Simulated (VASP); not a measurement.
# CuI (R-3m) in VASP: a series of runs

The runs below take CuI through single point, with PBEsol.

Program: VASP 6.6.1. These are calculated values, not measurements. Logs are shortened: lines on timing, memory, paths and dates and some standing lists are left out, and cuts for length are marked.

## (1) The cell of the first run

Symmetry: R-3m, No. 166, trigonal system. The conventional cell has a = 4.155 Å, b = 4.155 Å, c = 20.480 Å, α = 90.00°, β = 90.00°, γ = 120.00°. Cu (site symmetry 3m) has 4 I at 2.52 to 2.65 Å and 3 Cu at 2.85 Å within 3.3 Å. Within 3.5 Å of I (site symmetry -3m) lie 2 Cu at 2.65 Å. Within 3.3 Å of I (site symmetry -3m) lie 6 Cu at 2.52 Å.

## (2) Single point, PBEsol

Input file INCAR:

```
PREC = Accurate
ENCUT = 520
EDIFF = 1E-6
ISMEAR = -1
SIGMA = 0.05
LREAL = F
LASPH = T
NELM = 80
ALGO = Normal
ISIF = 2
LWAVE = F
LCHARG = F
GGA = PS
NBANDS = 26
```

Input file KPOINTS:

```
regular mesh
0
Gamma
  6 6 6
```

Input file POSCAR:

```
CuI
1.0
    7.2358860000      0.0000000000      0.0000000000
    6.0429411035      3.9800639472      0.0000000000
    6.0429411035      1.8112512373      3.5440482473
Cu I
2 2
Direct
    0.1293000000      0.1293000000      0.1293000000
    0.8707000000      0.8707000000      0.8707000000
    0.0000000000      0.0000000000      0.0000000000
    0.5000000000      0.5000000000      0.5000000000
```

Potentials or basis: VASP PAW PBE potentials, release 64 (Cu, I).

Run with:

```
$ cat potpaw_PBE.64/Cu/POTCAR potpaw_PBE.64/I/POTCAR > POTCAR
$ mpirun -np 1 vasp_std > vasp.out
```

OUTCAR:

```text
PREC = Accurate
   ENCUT = 520
   EDIFF = 1E-6
   ISMEAR = -1
   LREAL = F
   LASPH = T
   NELM = 80
   ISIF = 2
   GGA = PS

 ion  position               nearest neighbor table
   1  0.129  0.129  0.129-   4 2.52   4 2.52   4 2.52   3 2.65
   2  0.871  0.871  0.871-   4 2.52   4 2.52   4 2.52   3 2.65
   3  0.000  0.000  0.000-   1 2.65   2 2.65
   4  0.500  0.500  0.500-   1 2.52   2 2.52   2 2.52   1 2.52   1 2.52   2 2.52

  LATTYP: Found a trigonal (rhomboedric) cell.
 ALAT       =     7.2358859999
 COS(alpha) =     0.8351349238

  Lattice vectors:

 A1 = (   7.2358860000,   0.0000000000,   0.0000000000)
 A2 = (   6.0429411035,   3.9800639472,   0.0000000000)
 A3 = (   6.0429411035,   1.8112512373,   3.5440482473)

Analysis of symmetry for initial positions (statically):
=====================================================================
 Subroutine PRICEL returns:
 Original cell was already a primitive cell.

 Routine SETGRP: Setting up the symmetry group for a
 trigonal (rhombohedral) supercell.

 Subroutine GETGRP returns: Found 12 space group operations
 (whereof 12 operations were pure point group operations)
 out of a pool of 12 trial point group operations.

The static configuration has the point symmetry D_3d.

Analysis of symmetry for dynamics (positions and initial velocities):
=====================================================================
 Subroutine PRICEL returns:
 Original cell was already a primitive cell.

 Routine SETGRP: Setting up the symmetry group for a
 trigonal (rhombohedral) supercell.

 Subroutine GETGRP returns: Found 12 space group operations
 (whereof 12 operations were pure point group operations)
 out of a pool of 12 trial point group operations.

The dynamic configuration has the point symmetry D_3d.

 Subroutine INISYM returns: Found 12 space group operations
 (whereof 12 operations are pure point group operations),
 and found     1 'primitive' translations

----------------------------------------------------------------------------------------

                                     Primitive cell

  volume of cell :     102.0661

  direct lattice vectors                    reciprocal lattice vectors
     7.235886000  0.000000000  0.000000000     0.138200077 -0.209829524 -0.128407095
     6.042941103  3.980063947  0.000000000     0.000000000  0.251252245 -0.128407095
     6.042941103  1.811251237  3.544048247     0.000000000  0.000000000  0.282163202

  length of vectors
     7.235886000  7.235886000  7.235886000     0.282163202  0.282163202  0.282163202

  position of ions in fractional coordinates (direct lattice)
     0.129300000  0.129300000  0.129300000
     0.870700000  0.870700000  0.870700000
     0.000000000  0.000000000  0.000000000
     0.500000000  0.500000000  0.500000000

  ion indices of the primitive-cell ions
   primitive index   ion index
                 1           1
                 2           2
                 3           3
                 4           4

----------------------------------------------------------------------------------------

 KPOINTS: regular mesh

Automatic generation of k-mesh.
 Grid dimensions read from file:
 generate k-points for:    6    6    6

 Generating k-lattice:

  Cartesian coordinates                     Fractional coordinates (reciprocal lattice)
     0.023033346 -0.034971587 -0.021401182     0.166666667  0.000000000  0.000000000
     0.000000000  0.041875374 -0.021401182     0.000000000  0.166666667  0.000000000
     0.000000000  0.000000000  0.047027200     0.000000000  0.000000000  0.166666667

  Length of vectors
     0.047027200  0.047027200  0.047027200

  Shift w.r.t. Gamma in fractional coordinates (k-lattice)
     0.000000000  0.000000000  0.000000000

 Subroutine IBZKPT returns following result:
 ===========================================

 Found     32 irreducible k-points:

 Following reciprocal coordinates:
            Coordinates               Weight
  0.000000  0.000000  0.000000      1.000000
  0.166667  0.000000  0.000000      6.000000
  0.333333  0.000000  0.000000      6.000000
  0.500000  0.000000  0.000000      3.000000
  0.166667  0.166667  0.000000      6.000000
  0.333333  0.166667  0.000000     12.000000
[... 16 lines left out ...]
  0.500000  0.500000  0.166667      6.000000
 -0.333333  0.500000  0.166667     12.000000
 [... further k-points ...]
   k-points           NKPTS =     32   k-points in BZ     NKDIM =     32   number of bands    NBANDS=     26
   number of dos      NEDOS =    301   number of ions     NIONS =      4
   total plane-waves  NPLWV = 157464
   dimension x,y,z NGX =    54 NGY =   54 NGZ =   54
   dimension x,y,z NGXF=   108 NGYF=  108 NGZF=  108
   ions per type =               2   2
   NGX,Y,Z   is equivalent  to a cutoff of  12.41, 12.41, 12.41 a.u.
   NGXF,Y,Z  is equivalent  to a cutoff of  24.81, 24.81, 24.81 a.u.
 SYSTEM =  unknown system
   PREC   = accura    normal or accurate (medium, high low for compatibility)
   ISTART =      0    job   : 0-new  1-cont  2-samecut
   ICHARG =      2    charge: 1-file 2-atom 10-const
   ISPIN  =      1    spin polarized calculation?
   LNONCOLLINEAR =      F non collinear calculations
   LSORBIT =      F    spin-orbit coupling
   LASPH  =      T    aspherical Exc in radial PAW
   ENCUT  =  520.0 eV  38.22 Ry    6.18 a.u.  13.45 13.45 13.45*2*pi/ulx,y,z
   NELM   =     80;   NELMIN=  2; NELMDL= -5     # of ELM steps
   EDIFF  = 0.1E-05   stopping-criterion for ELM
   LREAL  =      F    real-space projection
   EDIFFG = 0.1E-04   stopping-criterion for IOM
   NSW    =      0    number of steps for IOM
   IBRION =     -1    ionic relax: 0-MD 1-quasi-New 2-CG
   NFREE  =      0    steps in history (QN), initial steepest desc. (CG)
   ISIF   =      2    stress and relaxation
   ISYM   =      2    0-nonsym 1-usesym 2-fastsym
   POTIM  = 0.5000    time-step for ionic-motion
   TEBEG  =    0.0;   TEEND  =   0.0 temperature during run
   PSTRESS=    0.0 pullay stress
   NELECT =      36.0000    total number of electrons
   NUPDOWN=      -1.0000    fix difference up-down
   EMIN   =  10.00;   EMAX   =-10.00  energy-range for DOS
   EFERMI =   0.00;   METHOD = LEGACY
   ISMEAR =    -1;   SIGMA  =   0.05  broadening in eV -4-tet -1-fermi 0-gaus
   EFERMI_NEDOS =   21; number of points for ismear=-14 and -15
   IALGO  =     38    algorithm
   IMIX   =      4    mixing-type and parameters
     AMIX     =   0.40;   BMIX     =  1.00
     AMIX_MAG =   1.60;   BMIX_MAG =  1.00
  volume/ion in A,a.u.               =      25.52       172.19
  Fermi-wavevector in a.u.,A,eV,Ry     =   1.156685  2.185818 18.203517  1.337921
  Thomas-Fermi vector in A             =   2.293303
   LORBIT       =      0    0 simple, 1 ext, 2 COOP (PROOUT), +10 PAW based schemes
   GGA     = PS    functional components
   LHFCALC =     F    Hartree Fock is set to
   AEXX    =    0.0000 exact exchange contribution
   IVDW    =     0    specifies the selected vdW correction
   LEPSILON=     F    determine dielectric tensor
   LRPA    =     F    only Hartree local field effects (RPA)
 non-spin polarized calculation
  energy-cutoff  :      520.00
  volume of cell :      102.07
 maximum number of plane-waves:      2782
 NGX is ok and might be reduce to    54
   NGX = 27   NGY = 27   NGZ = 27

 number of electron      35.9999994 magnetization

 Free energy of the ion-electron system (eV)
  ---------------------------------------------------
  ext. energy  EPLUGINS =         0.00000000
  ---------------------------------------------------
  free energy    TOTEN  =       -11.29528232 eV

  energy without entropy =      -11.29085010  energy(sigma->0) =      -11.29306621

 E-fermi :   5.0585     XC(G=0):  -9.5264

 val. band max:        4.9914681450   @ k =   0.1667   0.1667   0.1667
 cond. band min:       5.0819539977   @ k =   0.0000   0.0000   0.0000
 fundamental gap:      0.0904858527
 Fermi energy:         5.0585034250

 k-point     1 :       0.0000    0.0000    0.0000
  band No.  band energies     occupation
      1     -10.7506      2.00000
      2      -7.0990      2.00000
      3      -1.2062      2.00000
      4      -1.1913      2.00000
      5      -1.1913      2.00000
      6       0.8233      2.00000
[... 18 lines left out ...]
     25      12.3889      0.00000
     26      12.6809      0.00000

 k-point     2 :       0.1667    0.0000    0.0000
  band No.  band energies     occupation
      1     -10.6077      2.00000
      2      -7.0253      2.00000
      3      -1.7103      2.00000
      4      -1.1779      2.00000
      5      -0.9822      2.00000
      6       0.8490      2.00000
[... 18 lines left out ...]
     25      12.4838      0.00000
     26      12.6541      0.00000

 k-point     3 :       0.3333    0.0000    0.0000
  band No.  band energies     occupation
      1     -10.2878      2.00000
      2      -6.8758      2.00000
      3      -2.6689      2.00000
      4      -1.1489      2.00000
      5      -0.4049      2.00000
      6       0.8620      2.00000
[... 18 lines left out ...]
     25      12.1754      0.00000
     26      12.3155      0.00000

 k-point     4 :       0.5000    0.0000    0.0000
  band No.  band energies     occupation
      1     -10.1056      2.00000
      2      -6.8022      2.00000
      3      -3.1224      2.00000
      4      -1.1332      2.00000
      5       0.0679      2.00000
      6       0.7387      2.00000
[... 18 lines left out ...]
     25      12.6544      0.00000
     26      13.0389      0.00000

 k-point     5 :       0.1667    0.1667    0.0000
  band No.  band energies     occupation
      1     -10.6068      2.00000
      2      -7.0292      2.00000
      3      -1.7382      2.00000
      4      -1.1781      2.00000
      5      -0.9319      2.00000
      6       0.8447      2.00000
[... 18 lines left out ...]
     25      12.3385      0.00000
     26      12.6601      0.00000

 k-point     6 :       0.3333    0.1667    0.0000
  band No.  band energies     occupation
      1     -10.3727      2.00000
      2      -6.9143      2.00000
      3      -2.3480      2.00000
      4      -1.3684      2.00000
      5      -0.4863      2.00000
      6       0.8820      2.00000
[... 427 lines left out ...]
 k-point    21 :      -0.3333    0.3333    0.1667
  band No.  band energies     occupation
      1     -10.1096      2.00000
      2      -6.7897      2.00000
      3      -2.9293      2.00000
      4      -1.6051      2.00000
      5      -0.0505      2.00000
      6       0.9160      2.00000
[... 18 lines left out ...]
     25      12.5130      0.00000
     26      13.1795      0.00000

 k-point    22 :      -0.1667    0.3333    0.1667
  band No.  band energies     occupation
      1     -10.1118      2.00000
      2      -6.7824      2.00000
      3      -2.9086      2.00000
      4      -1.6179      2.00000
      5      -0.0648      2.00000
      6       0.9092      2.00000
[... 18 lines left out ...]
     25      12.3899      0.00000
     26      13.5495      0.00000

 k-point    23 :       0.5000    0.5000    0.1667
  band No.  band energies     occupation
      1     -10.2840      2.00000
      2      -6.8788      2.00000
      3      -2.7891      2.00000
      4      -1.1503      2.00000
      5      -0.3080      2.00000
      6       0.9332      2.00000
[... 18 lines left out ...]
     25      12.1088      0.00000
     26      13.2263      0.00000

 k-point    24 :      -0.3333    0.5000    0.1667
  band No.  band energies     occupation
      1     -10.1098      2.00000
      2      -6.7820      2.00000
      3      -2.9768      2.00000
      4      -1.5870      2.00000
      5      -0.0904      2.00000
      6       0.9727      2.00000
[... 18 lines left out ...]
     25      13.4236      0.00000
     26      13.4968      0.00000

 [... further k-points ...]
[... 5 lines left out ...]
  --------------------------------------------------------------------------------------
  -------------------------------------------------------------------------------------
  Total       -1.4647342      3.9749480      4.3107993     -1.7913697     -0.3285776     -1.0962450
  in kB      -22.9925963     62.3965591     67.6685692    -28.1199414     -5.1578317    -17.2082551
  external PRESSURE =      35.6908440 kB  Pullay stress =       0.0000000 kB

 VOLUME and BASIS-vectors are now :
 -----------------------------------------------------------------------------
  energy-cutoff  :      520.00
  volume of cell :      102.07
      direct lattice vectors                 reciprocal lattice vectors
     7.235886000  0.000000000  0.000000000     0.138200077 -0.209829524 -0.128407095
     6.042941103  3.980063947  0.000000000     0.000000000  0.251252245 -0.128407095
     6.042941103  1.811251237  3.544048247     0.000000000  0.000000000  0.282163202

 POSITION                                       TOTAL-FORCE (eV/Angst)
 -----------------------------------------------------------------------------------
      2.49830      0.74882      0.45825        -0.889953     -0.266746     -0.163238
     16.82346      5.04250      3.08580         0.889953      0.266746      0.163238
      0.00000      0.00000      0.00000         0.000000     -0.000000      0.000000
      9.66088      2.89566      1.77202         0.000000     -0.000000      0.000000
 -----------------------------------------------------------------------------------
    total drift:                                0.000000      0.000000      0.000000

  FREE ENERGIE OF THE ION-ELECTRON SYSTEM (eV)
  ---------------------------------------------------
  free  energy   TOTEN  =       -11.2952823165 eV

  energy  without entropy=      -11.2908500956  energy(sigma->0) =      -11.29306621
```

It took 2.1 min on 1 thread of Intel Xeon 6975P-C (Granite Rapids), shared host; peak memory 0.42 GiB.

Results:

```yaml
Free_energy: -11.2953 eV
Pressure: 3.6 GPa
Largest_force: 0.943 eV/Å
Band_gap_on_the_k_mesh: zero (bands 18 and 19 overlap by 0.09 eV)
```

Forces in eV/Å, atoms in the order of the input:
```
Cu  -0.890 -0.267 -0.163
Cu   0.890  0.267  0.163
I    0.000  0.000  0.000
I    0.000  0.000  0.000
```

Levels at points of the mesh, in eV from the Fermi level:
| k point | band 14 | band 15 | band 16 | band 17 | band 18 | band 19 | band 20 | band 21 | band 22 | band 23 |
| --- | --- | --- | --- | --- | --- | --- | --- | --- | --- | --- |
| (0.00, 0.00, 0.00) | -0.99 | -0.99 | -0.54 | -0.49 | 0.02 | 0.02 | 2.65 | 2.65 | 3.67 | 5.86 |
| (0.50, 0.00, 0.00) | -2.79 | -2.19 | -2.17 | -2.04 | -0.70 | 1.07 | 4.30 | 4.64 | 5.23 | 6.07 |
| (0.50, 0.50, 0.00) | -2.61 | -2.39 | -2.02 | -1.03 | -0.45 | 0.24 | 1.81 | 4.86 | 5.12 | 6.43 |
| (0.50, 0.50, 0.50) | -1.95 | -0.87 | -0.87 | -0.35 | -0.35 | 0.14 | 3.10 | 3.10 | 4.42 | 5.30 |

Caveat: the stress differs along the axes, from -2 to 7 GPa; semilocal functionals underestimate gaps, and a narrow one can read as zero; the PAW data sets were made with another functional, which shifts forces and pressure a little; spin-orbit coupling is left out, which moves the levels of the heavy elements.

## (3) Single point, PBEsol

Input file INCAR:

```
SYSTEM = CuI
PREC = Accurate
ENCUT = 520
EDIFF = 1E-7
ISMEAR = -1
SIGMA = 0.05
LREAL = .FALSE.
LASPH = .TRUE.
NELM = 100
ALGO = Normal
ISIF = 2
LWAVE = .FALSE.
LCHARG = .TRUE.
GGA = PS
LELF = .TRUE.
LVHAR = .TRUE.
NBANDS = 26
```

Input file KPOINTS:

```
Automatic mesh
0
G
  6 6 6
  0 0 0
```

POSCAR is that of step 2.

Potentials or basis: VASP PAW PBE potentials, release 64 (Cu, I).

Run with:

```
$ cat potpaw_PBE.64/Cu/POTCAR potpaw_PBE.64/I/POTCAR > POTCAR
$ mpirun -np 1 vasp_std > vasp.out
```

Wall time 2.2 min (1 thread of Intel Xeon 6975P-C (Granite Rapids), shared host); peak memory 0.41 GiB.

Results (log left out):

```yaml
Free_energy: -11.2953 eV
Pressure: 3.6 GPa
Largest_force: 0.943 eV/Å
Band_gap_on_the_k_mesh: zero (bands 18 and 19 overlap by 0.09 eV)
```

Forces on the atoms (eV/Å):
```
Cu  -0.890 -0.267 -0.163
Cu   0.890  0.267  0.163
I    0.000  0.000  0.000
I    0.000  0.000  0.000
```

Stress tensor (GPa, compression positive):
```
-2.30 -2.81 -1.72
-2.81  6.23 -0.52
-1.72 -0.52  6.76
```

Levels at points of the mesh, in eV from the Fermi level:
| k point | band 15 | band 16 | band 17 | band 18 | band 19 | band 20 | band 21 | band 22 |
| --- | --- | --- | --- | --- | --- | --- | --- | --- |
| (0.00, 0.00, 0.00) | -0.99 | -0.54 | -0.49 | 0.02 | 0.02 | 2.65 | 2.65 | 3.67 |
| (0.50, 0.00, 0.00) | -2.19 | -2.17 | -2.04 | -0.70 | 1.07 | 4.30 | 4.64 | 5.23 |
| (0.50, 0.50, 0.00) | -2.39 | -2.02 | -1.03 | -0.45 | 0.24 | 1.81 | 4.86 | 5.12 |
| (0.50, 0.50, 0.50) | -0.87 | -0.87 | -0.35 | -0.35 | 0.14 | 3.10 | 3.10 | 4.42 |

Caveat: the stress differs along the axes, from -2 to 7 GPa; semilocal functionals underestimate gaps, and a narrow one can read as zero; the PAW data sets were made with another functional, which shifts forces and pressure a little; spin-orbit coupling is left out, which moves the levels of the heavy elements.

The gap in the log of VASP goes by the Fermi energy; the results here count the filled bands.